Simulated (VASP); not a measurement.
System: MgO, a slab with vacuum.

```
Mg O
1.0
     3.00795    0.00000    0.00000
     0.00000    3.00795    0.00000
     0.00000    0.00000   18.12690
Mg O
2 2
Direct
  0.00000 0.00000 0.44296
  0.50000 0.50000 0.55704
  0.50000 0.50000 0.43966
  0.00000 0.00000 0.56034
```

Base run:

- Program: VASP 6.6.1
- Functional: PBE
- Potentials or basis: VASP PAW PBE potentials, release 64 (Mg, O)
- Cutoff: 520 eV
- k mesh: 10 × 10 × 1, shifted
- Occupations: fermi-dirac, width 0.02 eV
- Spin: no spin polarisation

Its results: band gap on the k mesh 3.51 eV; largest force 0.029 eV/Å.

Problem. The run is repeated on the same cell with these changes: k mesh from 10 × 10 × 1, shifted to 10 × 10 × 1, through Γ; further incar settings from ALGO = Normal; EDIFF = 1e-07; NBANDS = 16; ISYM = 0 to ALGO = Normal; EDIFF = 1e-06; NBANDS = 16. What comes out?

Solution. Band gap on the k mesh 3.28 eV; largest force 0.029 eV/Å.

A k mesh can miss the band edges.
